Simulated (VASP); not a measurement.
Input of a VASP 6.6.1 run:

File INCAR:

```
PREC = Accurate ; ENCUT = 520
EDIFF = 1E-7 ; ISMEAR = -1
SIGMA = 0.05 ; LREAL = F
LASPH = T ; NELM = 60
ALGO = Fast ; ISIF = 2
LWAVE = F ; LCHARG = T
GGA = PS ; LELF = T
LVHAR = T ; NBANDS = 16
```

The input KPOINTS:

```
regular mesh
0
Gamma
  6 6 6
```

File POSCAR:

```
Al2Au
1.0
    0.0000000000      3.0000000000      3.0000000000
    3.0000000000      0.0000000000      3.0000000000
    3.0000000000      3.0000000000      0.0000000000
Au Al
1 2
Direct
    0.0000000000      0.0000000000      0.0000000000
    0.7500000000      0.7500000000      0.7500000000
    0.2500000000      0.2500000000      0.2500000000
```

Potentials or basis: VASP PAW PBE potentials, release 64 (Au, Al).

Run with:

```bash
$ cat potpaw_PBE.64/Au/POTCAR potpaw_PBE.64/Al/POTCAR > POTCAR
$ mpirun -np 1 vasp_std > vasp.out
```

Task: Estimate the pressure.

Result: 0.0 GPa.

Caveat: the PAW data sets were made with another functional, which shifts forces and pressure a little.
